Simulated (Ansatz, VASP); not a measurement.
**Mg6O5: VASP beside Ansatz**

Contents of INCAR:

```
SYSTEM = Mg6O5
ALGO = Normal ; EDIFF = 1E-7
ENCUT = 520 ; GGA = PS
ISIF = 2 ; ISMEAR = 0
LASPH = .True. ; LCHARG = .False.
LREAL = .False. ; LWAVE = .False.
NBANDS = 32 ; NELM = 60
PREC = Accurate ; SIGMA = 0.05
```

File KPOINTS:

```
k-points
0
Gamma
  4 4 4
  0 0 0
```

POSCAR

```
Mg6O5
1.0
    5.5908553621      0.0000000000      0.0000000000
    0.0000000000      5.5908553621      0.0000000000
    0.0000000000      0.0000000000      5.5908553621
Mg O
6 5
Direct
    0.2500000000      0.0000000000      0.5000000000
    0.0000000000      0.5000000000      0.2500000000
    0.5000000000      0.7500000000      0.0000000000
    0.7500000000      0.0000000000      0.5000000000
    0.0000000000      0.5000000000      0.7500000000
    0.5000000000      0.2500000000      0.0000000000
    0.5000000000      0.0000000000      0.2500000000
    0.0000000000      0.7500000000      0.5000000000
    0.7500000000      0.3747955447      0.0000000000
    0.5000000000      0.0000000000      0.7500000000
    0.0000000000      0.2500000000      0.5000000000
```

Input for Ansatz:

```yaml
crystal:
  lattice:
    - [5.5908553621, 0.0, 0.0]
    - [0.0, 5.5908553621, 0.0]
    - [0.0, 0.0, 5.5908553621]
  atoms:
    - { symbol: Mg, position: [0.25, 0.0, 0.5] }
    - { symbol: Mg, position: [0.0, 0.5, 0.25] }
    - { symbol: Mg, position: [0.5, 0.75, 0.0] }
    - { symbol: Mg, position: [0.75, 0.0, 0.5] }
    - { symbol: Mg, position: [0.0, 0.5, 0.75] }
    - { symbol: Mg, position: [0.5, 0.25, 0.0] }
    - { symbol: O, position: [0.5, 0.0, 0.25] }
    - { symbol: O, position: [0.0, 0.75, 0.5] }
    - { symbol: O, position: [0.75, 0.3747955447, 0.0] }
    - { symbol: O, position: [0.5, 0.0, 0.75] }
    - { symbol: O, position: [0.0, 0.25, 0.5] }
basis:
  ecutwfc: 420
kpoints:
  mp_grid: { grid: [4, 4, 4] }
hamiltonian:
  xc: pbesol
  pseudopotentials: { kind: paw, azcp: { folder: soft_1 } }
scf:
  occupations: { method: gaussian, width: 0.05 }
output:
  forces: true
  stress: true
  eigenvalues: true
  write_density: true
  write_potential: true
  elf: true
  volumetric_format: npy
```

Change from the starting cell: O vacancy; atom 9 moved 0.000 of the way to it and -0.700 Å across, host rigid.

Alike in both runs: task single point; functional PBEsol; k mesh 4 × 4 × 4; occupations gaussian, width 0.05 eV; no spin polarisation.

|  | VASP | Ansatz |
| --- | --- | --- |
| version | VASP 6.6.1 | Ansatz 0.2.0 |
| potentials or method | VASP PAW PBE potentials, release 64 (Mg, O), cutoff 520 eV | scalar-relativistic, plane waves, PAW |
| valence electrons in the cell | 42 | 90 |

|  | VASP | Ansatz | Ansatz less VASP |
| --- | --- | --- | --- |
| gap on the k mesh at the Fermi level (eV) | 1.19 | 1.18 | -0.007 |
| least direct gap on the mesh (eV) | 1.63 | 1.63 | -0.006 |
| pressure (GPa) | 3.8 | 3.7 | -0.09 |
| traceless stress, the component that is largest in VASP (GPa) | 6.53 | 6.19 | -0.334 |
| rms of the force components (eV/Å) | 2.812 | 2.669 | -0.1433 |

VASP's potentials were made for PBE, not for PBEsol, and Ansatz warns of the same on its side. Atom by atom the forces differ by 0.145 eV/Å (rms over components). VASP's potentials hold 42 valence electrons a cell and Ansatz's 90, so a difference there can come from the potentials and not from the codes.
